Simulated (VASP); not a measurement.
# ZnSe (P4_12_12) in VASP: notebook, part 2 of 2

VASP 6.6.1.

### 3 Single point, PBE

This run uses another cell than the first one, of 23.22 Å³/atom.

File INCAR:

```
SYSTEM = ZnSe
PREC = Accurate
ENCUT = 520
EDIFF = 1E-6
ISMEAR = 0
SIGMA = 0.1
LREAL = .False.
LASPH = .True.
NELM = 80
ALGO = Normal
ISIF = 2
LWAVE = .False.
LCHARG = .False.
GGA = PE
NBANDS = 46
```

File KPOINTS:

```
regular mesh
0
Gamma
  4 4 6
  0 0 0
```

File POSCAR:

```
ZnSe
1.0
    6.9443927877      0.0000000000      0.0000000000
    0.0000000000      6.9443927877      0.0000000000
    0.0000000000      0.0000000000      3.8513826890
Zn Se
4 4
Direct
    0.6692433079      0.6692433079      0.5000000000
    0.1692433079      0.8307566921      0.2500000000
    0.3307566921      0.3307566921      0.0000000000
    0.8307566921      0.1692433079      0.7500000000
    0.8307062553      0.8307062553      0.0000000000
    0.3307062553      0.6692937447      0.7500000000
    0.1692937447      0.1692937447      0.5000000000
    0.6692937447      0.3307062553      0.2500000000
```

Potentials or basis: VASP PAW PBE potentials, release 64 (Zn, Se).

Command:

```sh
cat potpaw_PBE.64/Zn/POTCAR potpaw_PBE.64/Se/POTCAR > POTCAR
mpirun -np 1 vasp_std > vasp.out
```

OUTCAR:

```text
SYSTEM = ZnSe
   PREC = Accurate
   ENCUT = 520
   EDIFF = 1E-6
   ISMEAR = 0
   LREAL = .False.
   LASPH = .True.
   NELM = 80
   ISIF = 2
   GGA = PE

 ion  position               nearest neighbor table
   1  0.669  0.669  0.500-   5 2.49   5 2.49   8 2.54   6 2.54
   2  0.169  0.831  0.250-   6 2.49   6 2.49   7 2.54   5 2.54
   3  0.331  0.331  0.000-   7 2.49   7 2.49   8 2.54   6 2.54
   4  0.831  0.169  0.750-   8 2.49   8 2.49   5 2.54   7 2.54
   5  0.831  0.831  0.000-   1 2.49   1 2.49   4 2.54   2 2.54
   6  0.331  0.669  0.750-   2 2.49   2 2.49   3 2.54   1 2.54
   7  0.169  0.169  0.500-   3 2.49   3 2.49   4 2.54   2 2.54
[... 1389 lines left out ...]
  Total        0.1530380      0.1530380      0.3354624      0.0000000      0.0000000      0.0000000
  in kB        1.3201540      1.3201540      2.8938048      0.0000000      0.0000000      0.0000000
  external PRESSURE =       1.8447043 kB  Pullay stress =       0.0000000 kB

 VOLUME and BASIS-vectors are now :
 -----------------------------------------------------------------------------
  energy-cutoff  :      520.00
  volume of cell :      185.73
      direct lattice vectors                 reciprocal lattice vectors
     6.944392788  0.000000000  0.000000000     0.144001071  0.000000000  0.000000000
     0.000000000  6.944392788  0.000000000     0.000000000  0.144001071  0.000000000
     0.000000000  0.000000000  3.851382689     0.000000000  0.000000000  0.259647010

 POSITION                                       TOTAL-FORCE (eV/Angst)
 -----------------------------------------------------------------------------------
      4.64749      4.64749      1.92569        -0.008800     -0.008800     -0.000000
      1.17529      5.76910      0.96285        -0.008800      0.008800     -0.000000
      2.29690      2.29690      0.00000         0.008800      0.008800     -0.000000
      5.76910      1.17529      2.88854         0.008800     -0.008800      0.000000
      5.76875      5.76875      0.00000         0.011153      0.011153     -0.000000
      2.29655      4.64784      2.88854         0.011153     -0.011153     -0.000000
      1.17564      1.17564      1.92569        -0.011153     -0.011153     -0.000000
      4.64784      2.29655      0.96285        -0.011153      0.011153     -0.000000
 -----------------------------------------------------------------------------------
    total drift:                                0.000000     -0.000000     -0.000000

  FREE ENERGIE OF THE ION-ELECTRON SYSTEM (eV)
  ---------------------------------------------------
  free  energy   TOTEN  =       -22.6028626749 eV

  energy  without entropy=      -22.6028626454  energy(sigma->0) =      -22.60286266
```

stdout:

```text
POSCAR found type information on POSCAR ZnSe
 POSCAR found :  2 types and       8 ions
 scaLAPACK will be used
 LDA part: xc-table for (Slater+PW92), standard interpolation
 POSCAR, INCAR and KPOINTS ok, starting setup
 FFT: planning ... GRIDC
 FFT: planning ... GRID_SOFT
 FFT: planning ... GRID
 WAVECAR not read
 entering main loop
```

Wall time 7.1 min (1 thread of Intel Xeon 8259CL, shared host); peak memory 0.34 GiB.

What came out:

* Free energy: -22.6029 eV
* Pressure: 0.2 GPa
* Largest force: 0.016 eV/Å
* Band gap on the k mesh: 0.66 eV (least direct gap 0.85 eV)

Forces in eV/Å, atoms in the order of the input:
```
Zn  -0.009 -0.009  0.000
Zn  -0.009  0.009  0.000
Zn   0.009  0.009  0.000
Zn   0.009 -0.009  0.000
Se   0.011  0.011  0.000
Se   0.011 -0.011  0.000
Se  -0.011 -0.011  0.000
Se  -0.011  0.011  0.000
```

A k mesh can miss the band edges.

### 4 Single point, PBE

This run uses another cell than the first one, of 23.22 Å³/atom.

File INCAR:

```
SYSTEM = ZnSe
  PREC = Accurate
  ENCUT = 520
  EDIFF = 1E-6
  ISMEAR = 0
  SIGMA = 0.02
  LREAL = .False.
  LASPH = .True.
  NELM = 100
  ALGO = Normal
  ISIF = 2
  LWAVE = .False.
  LCHARG = .True.
  GGA = PE
  LELF = .True.
  LVHAR = .True.
  NBANDS = 46
```

File KPOINTS:

```
regular mesh
0
Gamma
  4 4 8
  0 0 0
```

File POSCAR:

```
ZnSe
1.0
    6.9445518176      0.0000000000      0.0000000000
    0.0000000000      6.9445518176      0.0000000000
    0.0000000000      0.0000000000      3.8510536546
Zn Se
4 4
Direct
    0.6693687928      0.6693687928      0.5000000000
    0.1693687928      0.8306312072      0.2500000000
    0.3306312072      0.3306312072      0.0000000000
    0.8306312072      0.1693687928      0.7500000000
    0.8309732446      0.8309732446      0.0000000000
    0.3309732446      0.6690267554      0.7500000000
    0.1690267554      0.1690267554      0.5000000000
    0.6690267554      0.3309732446      0.2500000000
```

Command:

```sh
cat potpaw_PBE.64/Zn/POTCAR potpaw_PBE.64/Se/POTCAR > POTCAR
mpirun -np 1 vasp_std > vasp.out
```

Run time: 8.5 min. Hardware: 1 thread of Intel Xeon 8259CL, shared host; peak memory 0.37 GiB.

The run converged. Its results:

```
Free energy            : -22.6094 eV
Pressure               : 0.2 GPa
Largest force          : 0.007 eV/Å
Band gap on the k mesh : 0.68 eV (least direct gap 0.85 eV)
```

Forces on the atoms (eV/Å):
```
Zn  -0.005 -0.005  0.000
Zn  -0.005  0.005  0.000
Zn   0.005  0.005  0.000
Zn   0.005 -0.005  0.000
Se   0.002  0.002  0.000
Se   0.002 -0.002  0.000
Se  -0.002 -0.002  0.000
Se  -0.002  0.002  0.000
```

Levels at points of the mesh, in eV from the valence-band top:
```csv
k point,band 34,band 35,band 36,band 37,band 38,band 39
"(0.00, 0.00, 0.00)",-0.28,-0.28,-0.17,0.68,3.10,3.10
"(0.50, 0.00, 0.00)",-0.79,-0.44,-0.44,2.56,2.56,3.51
"(0.50, 0.50, 0.00)",-0.60,-0.52,-0.52,2.67,2.67,3.50
"(0.00, 0.00, 0.50)",-1.81,-1.00,-1.00,2.55,2.55,2.84
"(0.50, 0.00, 0.50)",-1.11,-0.65,-0.65,2.33,2.33,3.47
"(0.50, 0.50, 0.50)",-1.15,-1.15,-1.15,2.48,2.48,2.48
```

A k mesh can miss the band edges.

### 5 The runs side by side

```csv
cell,k mesh,smearing,gap on the mesh (eV),pressure (GPa),largest force (eV/Å)
"a = 6.539, b = 6.539, c = 3.570 Å, 8 atoms",4 × 4 × 6,gaussian 0.1 eV,1.61,17.9,0.23
"a = 6.944, b = 6.944, c = 3.851 Å, 8 atoms",4 × 4 × 6,gaussian 0.1 eV,0.66,0.2,0.02
"a = 6.945, b = 6.945, c = 3.851 Å, 8 atoms",4 × 4 × 8,gaussian 0.02 eV,0.68,0.2,0.01
```

Some of these runs hold the atoms at other places in the same cell, which the table doesn't show; runs alike in all that it shows share one row.

Alike in all rows: task single point; level PBE; potentials or basis VASP PAW PBE potentials, release 64 (Zn, Se); no spin polarisation; cutoff (eV) 520.

Caveats: the cell stands under pressure (at least some runs).

Absolute energies hang on the potentials; compare differences alone.
